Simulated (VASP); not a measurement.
# CoO (R-3m) in VASP: a series of runs, part 2 of 2

VASP 6.6.1. The steps go on from the part before.

### Step 3. Single point, PBE+U, collinear spin, ferromagnetic start

File INCAR:

```
SYSTEM = CoO
ALGO = Normal ; EDIFF = 1E-6
ENCUT = 520 ; GGA = PE
ISIF = 2 ; ISMEAR = 0
ISPIN = 2 ; LASPH = .TRUE.
LCHARG = .TRUE. ; LDAU = .TRUE.
LDAUJ = 0 0 ; LDAUL = 2 -1
LDAUPRINT = 1 ; LDAUTYPE = 2
LDAUU = 3.32 0 ; LELF = .TRUE.
LMAXMIX = 4 ; LORBIT = 11
LREAL = .FALSE. ; LVHAR = .TRUE.
LWAVE = .FALSE. ; MAGMOM = 2.88 0.24
NBANDS = 18 ; NELM = 150
PREC = Accurate ; SIGMA = 0.02
```

File KPOINTS:

```
k-points
0
G
  12 12 12
  0 0 0
```

File POSCAR:

```
CoO
1.0
    1.5367472031      0.8872414114      2.4735053790
   -1.5367472031      0.8872414114      2.4735053790
    0.0000000000     -1.7744828228      2.4735053790
Co O
1 1
Direct
    0.0000000000      0.0000000000      0.0000000000
    0.5000000000      0.5000000000      0.5000000000
```

Potentials or basis: VASP PAW PBE potentials, release 64 (Co, O).

Started as:

```sh
$ cat potpaw_PBE.64/Co/POTCAR potpaw_PBE.64/O/POTCAR > POTCAR
$ mpirun -np 1 vasp_std > vasp.out
```

OUTCAR:

```text
SYSTEM = CoO
   EDIFF = 1E-6
   ENCUT = 520
   GGA = PE
   ISIF = 2
   ISMEAR = 0
   ISPIN = 2
   LASPH = .TRUE.
   LORBIT = 11
   LREAL = .FALSE.
   NELM = 150
   PREC = Accurate

 ion  position               nearest neighbor table
   1  0.000  0.000  0.000-   2 2.16   2 2.16   2 2.16   2 2.16   2 2.16   2 2.16
   2  0.500  0.500  0.500-   1 2.16   1 2.16   1 2.16   1 2.16   1 2.16   1 2.16

  LATTYP: Found a trigonal (rhomboedric) cell.
 ALAT       =     3.0441777458
 COS(alpha) =     0.4903232241

  Lattice vectors:

 A1 = (   1.5367472031,   0.8872414114,   2.4735053790)
 A2 = (  -1.5367472031,   0.8872414114,   2.4735053790)
 A3 = (   0.0000000000,  -1.7744828228,   2.4735053790)

Analysis of symmetry for initial positions (statically):
=====================================================================
 Subroutine PRICEL returns:
 Original cell was already a primitive cell.

 Routine SETGRP: Setting up the symmetry group for a
 trigonal (rhombohedral) supercell.

 Subroutine GETGRP returns: Found 12 space group operations
 (whereof 12 operations were pure point group operations)
 out of a pool of 12 trial point group operations.

The static configuration has the point symmetry D_3d.

Analysis of symmetry for dynamics (positions and initial velocities):
=====================================================================
 Subroutine PRICEL returns:
 Original cell was already a primitive cell.

 Routine SETGRP: Setting up the symmetry group for a
 trigonal (rhombohedral) supercell.

 Subroutine GETGRP returns: Found 12 space group operations
 (whereof 12 operations were pure point group operations)
 out of a pool of 12 trial point group operations.

The dynamic configuration has the point symmetry D_3d.

Analysis of structural, dynamic, and magnetic symmetry:
=====================================================================
 Subroutine PRICEL returns:
 Original cell was already a primitive cell.

 Routine SETGRP: Setting up the symmetry group for a
 trigonal (rhombohedral) supercell.

 Subroutine GETGRP returns: Found 12 space group operations
 (whereof 12 operations were pure point group operations)
 out of a pool of 12 trial point group operations.

The overall configuration has the point symmetry D_3d.

 Subroutine INISYM returns: Found 12 space group operations
 (whereof 12 operations are pure point group operations),
 and found     1 'primitive' translations

----------------------------------------------------------------------------------------

                                     Primitive cell

  volume of cell :      20.2352

[... 109 lines left out ...]
  volume/ion in A,a.u.               =      10.12        68.28
  Fermi-wavevector in a.u.,A,eV,Ry     =   1.481616  2.799849 29.867338  2.195187
  Thomas-Fermi vector in A             =   2.595505
   LORBIT       =     11    0 simple, 1 ext, 2 COOP (PROOUT), +10 PAW based schemes
 LDA+U is selected, type is set to LDAUTYPE =  2
   angular momentum for each species LDAUL =     2   -1
   U (eV)           for each species LDAUU =   3.3  0.0
   J (eV)           for each species LDAUJ =   0.0  0.0
   GGA     = PE    functional components
   LHFCALC =     F    Hartree Fock is set to
   AEXX    =    0.0000 exact exchange contribution
   IVDW    =     0    specifies the selected vdW correction
   LEPSILON=     F    determine dielectric tensor
   LRPA    =     F    only Hartree local field effects (RPA)
 spin polarized calculation
 Gauss-broadening in eV      SIGMA  =   0.02
  energy-cutoff  :      520.00
  volume of cell :       20.24
 maximum number of plane-waves:       556
   NGX = 11   NGY = 11   NGZ = 11

atom =   1  type =  1  l = 2

 onsite density matrix

spin component  1

  0.9809 -0.0000  0.0000 -0.0183  0.0000
 -0.0000  0.9934 -0.0000  0.0000 -0.0183
  0.0000 -0.0000  0.9657 -0.0000  0.0000
 -0.0183  0.0000 -0.0000  0.9934  0.0000
  0.0000 -0.0183  0.0000  0.0000  0.9809

spin component  2

  0.4693  0.0000 -0.0000  0.1231  0.0000
  0.0000  0.1622  0.0000 -0.0000  0.1231
 -0.0000  0.0000  0.9577  0.0000  0.0000
  0.1231 -0.0000  0.0000  0.1622 -0.0000
  0.0000  0.1231  0.0000 -0.0000  0.4693

 occupancies and eigenvectors

  o =  0.1189  v =  0.0000  0.0000  0.0000  0.0000  0.0000 -0.3315  0.0000 -0.0000  0.9434  0.0000      0.0000  0.0000  0.0000  0.0000  0.0000  0.0000  0.0000  0.0000  0.0000  0.0000
  o =  0.1189  v =  0.0000  0.0000  0.0000  0.0000  0.0000  0.0000 -0.9434 -0.0000 -0.0000  0.3315      0.0000  0.0000  0.0000  0.0000  0.0000  0.0000  0.0000  0.0000  0.0000  0.0000
  o =  0.5126  v =  0.0000  0.0000  0.0000  0.0000  0.0000 -0.9434  0.0000  0.0000 -0.3315 -0.0000      0.0000  0.0000  0.0000  0.0000  0.0000  0.0000  0.0000  0.0000  0.0000  0.0000
  o =  0.5126  v =  0.0000  0.0000  0.0000  0.0000  0.0000  0.0000  0.3315 -0.0000 -0.0000  0.9434      0.0000  0.0000  0.0000  0.0000  0.0000  0.0000  0.0000  0.0000  0.0000  0.0000
  o =  0.9577  v =  0.0000  0.0000  0.0000  0.0000  0.0000  0.0000 -0.0000 -1.0000 -0.0000 -0.0000      0.0000  0.0000  0.0000  0.0000  0.0000  0.0000  0.0000  0.0000  0.0000  0.0000
  o =  0.9657  v =  0.0000 -0.0000  1.0000  0.0000 -0.0000  0.0000  0.0000  0.0000  0.0000  0.0000      0.0000  0.0000  0.0000  0.0000  0.0000  0.0000  0.0000  0.0000  0.0000  0.0000
  o =  0.9679  v = -0.8136 -0.0000  0.0000 -0.5815  0.0000  0.0000  0.0000  0.0000  0.0000  0.0000      0.0000  0.0000  0.0000  0.0000  0.0000  0.0000  0.0000  0.0000  0.0000  0.0000
  o =  0.9679  v =  0.0000 -0.5815 -0.0000  0.0000 -0.8136  0.0000  0.0000  0.0000  0.0000  0.0000      0.0000  0.0000  0.0000  0.0000  0.0000  0.0000  0.0000  0.0000  0.0000  0.0000
  o =  1.0065  v =  0.5815 -0.0000  0.0000 -0.8136  0.0000  0.0000  0.0000  0.0000  0.0000  0.0000      0.0000  0.0000  0.0000  0.0000  0.0000  0.0000  0.0000  0.0000  0.0000  0.0000
  o =  1.0065  v =  0.0000 -0.8136  0.0000  0.0000  0.5815  0.0000  0.0000  0.0000  0.0000  0.0000      0.0000  0.0000  0.0000  0.0000  0.0000  0.0000  0.0000  0.0000  0.0000  0.0000

 number of electron      15.0000001 magnetization       2.9999446

 Free energy of the ion-electron system (eV)
  ---------------------------------------------------
  ext. energy  EPLUGINS =         0.00000000
  ---------------------------------------------------
  free energy    TOTEN  =       -11.46813613 eV

  energy without entropy =      -11.46781204  energy(sigma->0) =      -11.46797408

 E-fermi :   7.0994     XC(G=0): -12.1187

 val. band max:        7.0985300511   @ k =   0.3333   0.0833   0.0833
 cond. band min:       7.0996929592   @ k =  -0.1667   0.1667   0.0000
 fundamental gap:      0.0011629081
 Fermi energy:         7.0994496657

 spin component 1

 k-point     1 :       0.0000    0.0000    0.0000
  band No.  band energies     occupation
      1     -12.3363      1.00000
      2       2.2241      1.00000
      3       2.2241      1.00000
      4       2.4609      1.00000
      5       2.4609      1.00000
      6       3.1610      1.00000
[... 1001 lines left out ...]
     17      34.7171      0.00000
     18      36.2208      0.00000

 [... further k-points ...]
[... 5 lines left out ...]
  --------------------------------------------------------------------------------------
  -------------------------------------------------------------------------------------
  Total       -0.9125263     -0.9125263     -0.9846238      0.0000000     -0.0000000     -0.0000000
  in kB      -72.2516259    -72.2516259    -77.9601341      0.0000000     -0.0000000     -0.0000000
  external PRESSURE =     -74.1544620 kB  Pullay stress =       0.0000000 kB

 VOLUME and BASIS-vectors are now :
 -----------------------------------------------------------------------------
  energy-cutoff  :      520.00
  volume of cell :       20.24
      direct lattice vectors                 reciprocal lattice vectors
     1.536747203  0.887241411  2.473505379     0.325362557  0.187848160  0.134761515
    -1.536747203  0.887241411  2.473505379    -0.325362557  0.187848160  0.134761515
     0.000000000 -1.774482823  2.473505379     0.000000000 -0.375696320  0.134761515

 POSITION                                       TOTAL-FORCE (eV/Angst)
 -----------------------------------------------------------------------------------
      0.00000      0.00000      0.00000        -0.000000     -0.000000     -0.000000
      0.00000      0.00000      3.71026         0.000000      0.000000      0.000000
 -----------------------------------------------------------------------------------
    total drift:                               -0.000000      0.000000     -0.000000

  FREE ENERGIE OF THE ION-ELECTRON SYSTEM (eV)
  ---------------------------------------------------
  free  energy   TOTEN  =       -11.4681361298 eV

  energy  without entropy=      -11.4678120389  energy(sigma->0) =      -11.46797408

 total charge

# of ion       s       p       d       tot
------------------------------------------
    1        0.286   0.333   7.113   7.732
    2        1.553   3.423   0.000   4.977
--------------------------------------------------
tot          1.839   3.757   7.113  12.708

 magnetization (x)

# of ion       s       p       d       tot
------------------------------------------
    1        0.020   0.016   2.692   2.729
    2        0.021   0.226   0.000   0.247
--------------------------------------------------
tot          0.042   0.242   2.692   2.976
```

It took 55 s on 1 thread of Intel Xeon 6975P-C (Granite Rapids), shared host; peak memory 0.23 GiB.

What came out:

```
Free energy                                           : -11.4681 eV
Pressure                                              : -7.4 GPa
Band gap on the k mesh                                : zero (filled and empty bands overlap)
Net moment                                            : 3.00 μB per cell
Site moments                                          : Co +2.73; O +0.25 μB
Valence electrons inside the program's atomic spheres : Co 7.73; O 4.98
```

Levels at points of the mesh, in eV from the Fermi level:
Spin up:
| k point | band 7 | band 8 | band 9 | band 10 | band 11 | band 12 |
| --- | --- | --- | --- | --- | --- | --- |
| (0.00, 0.00, 0.00) | -2.59 | -2.59 | -2.48 | 1.00 | 16.90 | 16.90 |
| (0.50, 0.00, 0.00) | -3.04 | -0.55 | -0.50 | 5.21 | 9.09 | 13.26 |
| (0.50, 0.50, 0.00) | -3.79 | -3.67 | -3.29 | 5.70 | 9.84 | 10.92 |
| (0.50, 0.50, 0.50) | -2.54 | -0.52 | -0.52 | 5.14 | 9.30 | 13.06 |
Spin down:
```csv
k point,band 2,band 3,band 4,band 5,band 6,band 7,band 8,band 9,band 10,band 11
"(0.00, 0.00, 0.00)",-2.48,-2.12,-2.12,-2.02,-0.83,-0.83,1.54,1.55,1.55,16.80
"(0.50, 0.00, 0.00)",-6.94,-3.91,-3.67,-1.45,-0.02,0.49,3.67,3.78,5.49,9.91
"(0.50, 0.50, 0.00)",-5.76,-3.34,-3.24,-2.68,-0.54,0.23,2.10,2.29,6.66,10.25
"(0.50, 0.50, 0.50)",-7.13,-3.95,-3.95,-1.12,0.40,0.40,3.68,3.68,5.42,10.04
```

Eigenvalues of the final occupation matrices:
| site | spin | trace | eigenvalues |
| --- | --- | --- | --- |
| site 1 d | 1 | 4.91 | 0.97 0.97 0.97 1.01 1.01 |
| site 1 d | 2 | 2.22 | 0.12 0.12 0.51 0.51 0.96 |

Caveat: the cell stands under tension; a cell with one magnetic atom can't hold antiferromagnetic order, which such compounds often take. The state reached can hang on the start; a lower one may exist.

### Step 4. Relaxation of shape and atoms at fixed volume, PBE+U, collinear spin, ferromagnetic start (10.32 Å³/atom)

This run uses another cell than the first one, of 10.32 Å³/atom.

File INCAR:

```
ALGO = Normal ; EDIFF = 1E-6
EDIFFG = -0.001 ; ENCUT = 600
GGA = PE ; IBRION = 2
ISIF = 4 ; ISMEAR = 0
ISPIN = 2 ; LASPH = True
LCHARG = False ; LDAU = True
LDAUJ = 0 0 ; LDAUL = 2 -1
LDAUPRINT = 1 ; LDAUTYPE = 2
LDAUU = 3.32 0 ; LMAXMIX = 4
LORBIT = 11 ; LREAL = False
LWAVE = False ; MAGMOM = 2.88 0.24
NELM = 150 ; NSW = 80
PREC = Accurate ; SIGMA = 0.02
```

File KPOINTS:

```
k-points
0
Gamma
  12 12 12
```

File POSCAR:

```
CoO
1.0
    1.5470929174      0.8932145123      2.4898077388
   -1.5470929174      0.8932145123      2.4898077388
    0.0000000000     -1.7864290247      2.4898077388
Co O
1 1
Direct
    0.0000000000      0.0000000000      0.0000000000
    0.5000000000      0.5000000000      0.5000000000
```

Started as:

```sh
$ cat potpaw_PBE.64/Co/POTCAR potpaw_PBE.64/O/POTCAR > POTCAR
$ mpirun -np 1 vasp_std > vasp.out
```

Wall time 2.1 min (1 thread of Oxide Virtual Turin-like, shared host); peak memory 0.2 GiB.

The run converged. Its results:

```
Free energy                                           : -11.4480 eV
Energy gained by relaxing                             : 0.1 meV/atom
Ionic steps                                           : 3
Pressure after relaxing                               : -10.5 GPa
Band gap on the k mesh                                : zero (filled and empty bands overlap)
Net moment                                            : 3.00 μB per cell
Site moments                                          : Co +2.73; O +0.24 μB
Valence electrons inside the program's atomic spheres : Co 7.70; O 4.96
```

Step by step:
| step | energy change (eV) | largest force (eV/Å) | pressure (GPa) | volume (Å³) |
| --- | --- | --- | --- | --- |
| 1 | 0.0000 | 0.0000 | -10.40 | 20.64 |
| 2 | -0.0001 | 0.0000 | -10.45 | 20.64 |
| 3 | -0.0001 | 0.0000 | -10.45 | 20.64 |

Final structure:
```
Co O
1.0
     1.54975    0.89475    2.48129
    -1.54975    0.89475    2.48129
     0.00000   -1.78949    2.48129
Co O
1 1
Cartesian
  0.0000 0.0000 0.0000
  0.0000 0.0000 3.7219
```

Levels at points of the mesh, in eV from the Fermi level:
Spin up:
| k point | band 7 | band 8 | band 9 | band 10 | band 11 | band 12 |
| --- | --- | --- | --- | --- | --- | --- |
| (0.00, 0.00, 0.00) | -2.53 | -2.53 | -2.39 | 0.90 | 16.74 | 16.74 |
| (0.50, 0.00, 0.00) | -3.06 | -0.57 | -0.53 | 5.17 | 8.89 | 13.12 |
| (0.50, 0.50, 0.00) | -3.71 | -3.56 | -3.30 | 5.57 | 9.71 | 10.87 |
| (0.50, 0.50, 0.50) | -2.54 | -0.55 | -0.55 | 5.06 | 9.17 | 12.86 |
Spin down:
```
           k point  band 4  band 5  band 6  band 7  band 8  band 9
(0.00, 0.00, 0.00)   -2.06   -1.93   -0.80   -0.80    1.44    1.57
(0.50, 0.00, 0.00)   -3.56   -1.46   -0.03    0.49    3.62    3.73
(0.50, 0.50, 0.00)   -3.13   -2.63   -0.53    0.22    2.11    2.26
(0.50, 0.50, 0.50)   -3.85   -1.13    0.40    0.40    3.64    3.64
```

Eigenvalues of the final occupation matrices:
```tsv
site	spin	trace	eigenvalues
site 1 d	1	4.91	0.97 0.97 0.97 1.00 1.00
site 1 d	2	2.21	0.12 0.12 0.51 0.51 0.96
```

Caveat: a cell with one magnetic atom can't hold antiferromagnetic order, which such compounds often take. The state reached can hang on the start; a lower one may exist.
